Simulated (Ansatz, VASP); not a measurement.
**Two plane-wave programs on Ga2GeSe2**

```
Ga Ge Se
1.0
     4.92265    0.00000    0.00000
    -2.46133    4.26314    0.00000
     0.00000    0.00000    7.52720
Ga Ge Se
2 1 2
Direct
  0.33333 0.66667 0.50000
  0.66667 0.33333 0.50000
  0.00000 0.00000 0.50000
  0.00000 0.00000 0.17182
  0.00000 0.00000 0.82818
```

Alike in both runs: functional PBE; k mesh 6 × 6 × 2; occupations gaussian, width 0.1 eV; no spin polarisation.

Ansatz relaxed the structure, and its values are those at the end. VASP's run is a single point on that final structure, the one shown.

```csv
,VASP,Ansatz
version,VASP 6.6.1,Ansatz 0.2.0
potentials or method,"VASP PAW PBE potentials, release 64 (Ga_d, Ge_d, Se), cutoff 520 eV","scalar-relativistic, plane waves, PAW"
valence electrons in the cell,52,72
```

Ansatz gave:

| Property | Result |
| --- | --- |
| gap on the k mesh at the Fermi level (eV) | none |
| pressure (GPa) | 0.0 |

Problem. Estimate VASP's values.

Solution. gap on the k mesh at the Fermi level (eV): none; pressure (GPa): 0.1.

A gap of «none» marks a metal or a gap that the smearing closes. The functional is the same, so the differences come from potentials, cutoffs and numerics. VASP's potentials hold 52 valence electrons a cell and Ansatz's 72, so a difference there can come from the potentials and not from the codes.

The k mesh is coarse, so the values compare programs but aren't converged.
